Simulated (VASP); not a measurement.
Sn, 2 atoms in the cell. The structure is cubic, space group Fd-3m (No. 227). The conventional cell has a = 6.467 Å, b = 6.467 Å, c = 6.467 Å, α = 90.00°, β = 90.00°, γ = 90.00°. Within 3.7 Å of Sn (site symmetry -43m) lie 4 Sn at 2.80 Å. 

| Item | Value |
| --- | --- |
| Program | VASP 6.6.1 |
| Task | single point |
| Functional | PBEsol |
| Potentials or basis | VASP PAW PBE potentials, release 64 (Sn_d) |
| Cutoff | 520 eV |
| k mesh | 7 × 7 × 7 |
| Occupations | methfessel-paxton, width 0.025 eV |
| Spin | collinear spin, antiferromagnetic start |
| Starting moments | [0.5, -0.5] μB |
| Dipole correction | no |
| Further INCAR settings | ALGO = Normal; EDIFF = 1e-06; NBANDS = 25 |

Potentials or basis: VASP PAW PBE potentials, release 64 (Sn_d).

Command:

```sh
$ cat potpaw_PBE.64/Sn_d/POTCAR > POTCAR
$ mpirun -np 1 vasp_std > vasp.out
```

Hardware: 1 thread of Intel(R) Xeon(R) Platinum 8375C CPU @ 2.90GHz (Ice Lake), on a shared host.

Estimate the wall time of this run.

It took 93 s on 1 thread of Intel(R) Xeon(R) Platinum 8375C CPU @ 2.90GHz (Ice Lake), with other jobs on the host, peak memory 0.25 GiB. Counts: scf iterations 14, k points 20.
